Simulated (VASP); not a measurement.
A run of VASP 6.6.1 is set up as follows.

INCAR

```
PREC = Accurate
ENCUT = 520
EDIFF = 1E-6
ISMEAR = 0
SIGMA = 0.1
LREAL = False
LASPH = True
NELM = 80
ALGO = Normal
ISIF = 2
LWAVE = False
LCHARG = False
GGA = PE
NBANDS = 18
```

The input KPOINTS:

```
regular mesh
0
Gamma
  6 6 4
```

Contents of POSCAR:

```
Li2Rh
1.0
    2.7279122113      0.0000000000      0.0000000000
   -1.3639561057      2.3624412743      0.0000000000
    0.0000000000      0.0000000000      6.8790497569
Li Rh
2 1
Direct
    0.3333333333      0.6666666667      0.3004791106
    0.6666666667      0.3333333333      0.6995208894
    0.0000000000      0.0000000000      0.0000000000
```

Potentials or basis: VASP PAW PBE potentials, release 64 (Li_sv, Rh_pv).

Command:

```console
$ cat potpaw_PBE.64/Li_sv/POTCAR potpaw_PBE.64/Rh_pv/POTCAR > POTCAR
$ mpirun -np 1 vasp_std > vasp.out
```

Predict the band gap on the k mesh.

zero (an odd number of electrons rules out a gap without spin polarisation).

Predict the largest force.

0.035 eV/Å.

Forces in eV/Å, atoms in the order of the input:
```
Li   0.000  0.000  0.035
Li   0.000  0.000 -0.035
Rh   0.000  0.000  0.000
```

Caveat: the k points lie up to 0.44 Å⁻¹ apart, too coarse for converged energies and pressures of a metal.
